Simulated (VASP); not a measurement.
Write the native input for VASP 6.6.1 that does the following.

```yaml
Task: single point
Functional: PBE
Potentials_or_basis: VASP PAW PBE potentials, release 64 (Li_sv, F)
Cutoff: 520 eV
k_mesh: 6 × 6 × 6
Occupations: gaussian, width 0.01 eV
Spin: no spin polarisation
Dipole_correction: no
Further_INCAR_settings: ALGO = Normal; EDIFF = 1e-06; NBANDS = 12
```

The structure of LiF lies in POSCAR:

```
LiF
1.0
    0.0000000000      1.9350255882      1.9350255882
    1.9350255882      0.0000000000      1.9350255882
    1.9350255882      1.9350255882      0.0000000000
Li F
1 1
Direct
    0.0000000000      0.0000000000      0.0000000000
    0.5000000000      0.5000000000      0.5000000000
```

This cell differs from its parent crystal: strain -3.0%.

These files were run (other wordings do the same):

INCAR

```
ALGO     = Normal         # electronic algorithm
EDIFF    = 1E-6           # SCF threshold, eV
ENCUT    = 520            # plane-wave cutoff, eV
GGA      = PE             # functional
ISIF     = 2              # what is computed and relaxed
ISMEAR   = 0              # smearing method
LASPH    = True           # aspherical terms in the spheres
LCHARG   = False          # write CHGCAR
LREAL    = False          # projectors in reciprocal space
LWAVE    = False          # write WAVECAR
NBANDS   = 12             # bands
NELM     = 60             # most SCF steps
PREC     = Accurate       # precision mode
SIGMA    = 0.01           # smearing width, eV
```

KPOINTS

```
k-points
0
Gamma
  6 6 6
```

Potentials or basis: VASP PAW PBE potentials, release 64 (Li_sv, F).

Launch:

```bash
$ cat potpaw_PBE.64/Li_sv/POTCAR potpaw_PBE.64/F/POTCAR > POTCAR
$ mpirun -np 1 vasp_std > vasp.out
```

It gave:

| Item | Value |
| --- | --- |
| Band gap on the k mesh | 10.24 eV, direct |

Caveat: the k points lie up to 0.47 Å⁻¹ apart; the cell differs from its parent crystal (strain -3.0%).

It took 4.5 s on 1 thread of Intel Xeon 6975P-C (shared host), peak memory 0.11 GiB.
